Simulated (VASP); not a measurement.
A run of VASP 6.6.1 is set up as follows.

The input INCAR:

```
ALGO = Normal
EDIFF = 1E-7
ENCUT = 520
GGA = PE
ISIF = 2
ISMEAR = 0
LASPH = T
LCHARG = F
LREAL = F
LWAVE = F
NBANDS = 43
NELM = 80
PREC = Accurate
SIGMA = 0.1
```

File KPOINTS:

```
k-points
0
Gamma
  12 12 6
```

File POSCAR:

```
RuC2
1.0
    5.7782012328      0.0000000000      0.0000000000
   -2.8891006164      5.0040690558      0.0000000000
    0.0000000000      0.0000000000      6.6882010273
Ru C
3 6
Direct
    0.5000000000      0.0000000000      0.0000000000
    0.0000000000      0.5000000000      0.3333333333
    0.5000000000      0.5000000000      0.6666666667
    0.4360523398      0.2180261699      0.8333333333
    0.7819738301      0.2180261699      0.1666666667
    0.7819738301      0.5639476602      0.5000000000
    0.2180261699      0.4360523398      0.5000000000
    0.2180261699      0.7819738301      0.1666666667
    0.5639476602      0.7819738301      0.8333333333
```

Potentials or basis: VASP PAW PBE potentials, release 64 (Ru_pv, C).

Launch:

```console
$ cat potpaw_PBE.64/Ru_pv/POTCAR potpaw_PBE.64/C/POTCAR > POTCAR
$ mpirun -np 1 vasp_std > vasp.out
```

**Question.** What does it give for the pressure?

**Answer.** 0.0 GPa.

**Question.** Predict the band gap on the k mesh.

**Answer.** Zero (bands 33 and 34 overlap by 0.24 eV).

Forces on the atoms (eV/Å):
```
Ru   0.000  0.000  0.000
Ru   0.000  0.000  0.000
Ru   0.000  0.000  0.000
C    0.002  0.001  0.000
C   -0.002  0.001  0.000
C    0.000 -0.002  0.000
C    0.000  0.002  0.000
C    0.002 -0.001  0.000
C   -0.002 -0.001  0.000
```
